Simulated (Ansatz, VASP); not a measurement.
## TiAl: VASP beside Ansatz

```
CELL_PARAMETERS angstrom
2.88160 0.00000 0.00000
-1.44080 2.48312 0.00000
0.00000 0.00000 4.67808
ATOMIC_POSITIONS crystal
Ti 0.00000 0.00000 0.00000
Al 0.33333 0.66667 0.50000
```

Change from the starting cell: strain +0.0050 x Voigt [1, 0, 0, 0, 0, 0], atoms carried along.

Alike in both runs: task single point; functional PBEsol; k mesh 18 × 18 × 10; occupations gaussian, width 0.15 eV; no spin polarisation.

```csv
,VASP,Ansatz
version,VASP 6.6.1,Ansatz 0.2.0
potentials or method,"VASP PAW PBE potentials, release 64 (Ti_sv, Al), cutoff 520 eV","scalar-relativistic, plane waves, PAW"
valence electrons in the cell,15,15
```

```tsv
	VASP	Ansatz	Ansatz less VASP
gap on the k mesh at the Fermi level (eV)	none	none	-
pressure (GPa)	-3.3	-3.3	+0.01
traceless stress, the component that is largest in VASP (GPa)	-0.69	-0.76	-0.064
rms of the force components (eV/Å)	0.008	0.008	0.0000
```

VASP's potentials were made for PBE, not for PBEsol. Atom by atom the forces differ by 0.000 eV/Å (rms over components). A gap of «none» marks a metal or a gap that the smearing closes.
